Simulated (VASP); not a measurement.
Here is a VASP 6.6.1 calculation.

Contents of INCAR:

```
ALGO = Normal
EDIFF = 1E-7
ENCUT = 520
GGA = PE
ISIF = 2
ISMEAR = -1
ISYM = 0
LASPH = T
LCHARG = F
LREAL = Auto
LWAVE = F
NBANDS = 102
NELM = 60
PREC = Accurate
SIGMA = 0.1672
```

File KPOINTS:

```
Automatic mesh
0
Gamma
  1 1 1
  0.25 0.25 0.25
```

The input POSCAR:

```
Cu3Au13
1.0
    6.6859480000      0.0855830000     -0.0615900000
    0.0855830000      6.6105530000     -0.0078460000
   -0.0615900000     -0.0078460000      6.5441010000
Au Cu
13 3
Direct
    0.1915949842      0.4723676795      0.5119620758
    0.2628162735      0.4368741526      0.9285426018
    0.7635245789      0.8847150736      0.0200877024
    0.7808664767      0.5939579180      0.3176385511
    0.0545314280      0.1614497400      0.2373217231
    0.2021735064      0.8739192595      0.6115470462
    0.3143189092      0.9764172154      0.9968273520
    0.6877764805      0.3092486361      0.0514241021
    0.8239849525      0.9974126975      0.5235284317
    0.8674826018      0.5796575972      0.7672739536
    0.9922397575      0.1692880925      0.8043287047
    0.4456440474      0.1079607058      0.3800053325
    0.4243404013      0.6977184420      0.2392384262
    0.5618987892      0.3882251567      0.6019574516
    0.5506757116      0.7414483257      0.6187781210
    0.0733535897      0.7775651192      0.2133892224
```

Potentials or basis: VASP PAW PBE potentials, release 64 (Au, Cu).

The run is started by

```bash
$ cat potpaw_PBE.64/Au/POTCAR potpaw_PBE.64/Cu/POTCAR > POTCAR
$ mpirun -np 1 vasp_std > vasp.out
```

(1) Predict the band gap on the k mesh.

(2) What does it give for the largest force?

Answers

(1) 0.24 eV.

(2) 3.372 eV/Å.

Caveat: the k points lie up to 0.96 Å⁻¹ apart; spin-orbit coupling is left out, which moves the levels of the heavy elements.
